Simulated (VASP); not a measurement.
Input of a VASP 6.6.1 run:

INCAR

```
PREC = Accurate
ENCUT = 520
EDIFF = 1E-7
ISMEAR = 0
SIGMA = 0.05
LREAL = False
LASPH = True
NELM = 60
ALGO = Normal
ISIF = 2
LWAVE = False
LCHARG = False
NBANDS = 26
```

The input KPOINTS:

```
regular mesh
0
Gamma
  12 12 6
```

The input POSCAR:

```
ZnS
1.0
    3.8109987816      0.0000000000      0.0000000000
   -1.9054993908      3.3004217586      0.0000000000
    0.0000000000      0.0000000000      6.2340000000
Zn S
2 2
Direct
    0.3661331339      0.6666666667      0.0000000000
    0.6994664672      0.3333333333      0.5000000000
    0.3333333333      0.6666666667      0.3850000000
    0.6666666667      0.3333333333      0.8850000000
```

Potentials or basis: VASP PAW LDA potentials, release 64 (Zn, S).

The run is started by

```sh
$ cat potpaw_LDA.64/Zn/POTCAR potpaw_LDA.64/S/POTCAR > POTCAR
$ mpirun -np 1 vasp_std > vasp.out
```

**Question.** Predict the band gap on the k mesh.

**Answer.** 1.98 eV, direct.

**Question.** Predict the pressure.

**Answer.** -3.1 GPa.

**Question.** What does it give for the largest force?

**Answer.** 0.938 eV/Å.

Forces on the atoms (eV/Å):
```
Zn  -0.834  0.157  0.395
Zn  -0.834 -0.157  0.395
S    0.834  0.168 -0.395
S    0.834 -0.168 -0.395
```

Caveat: the cell differs from its parent crystal (all Zn atoms moved +0.125 Å, as atom 1 along Cartesian [1 0 0]). A k mesh can miss the band edges.
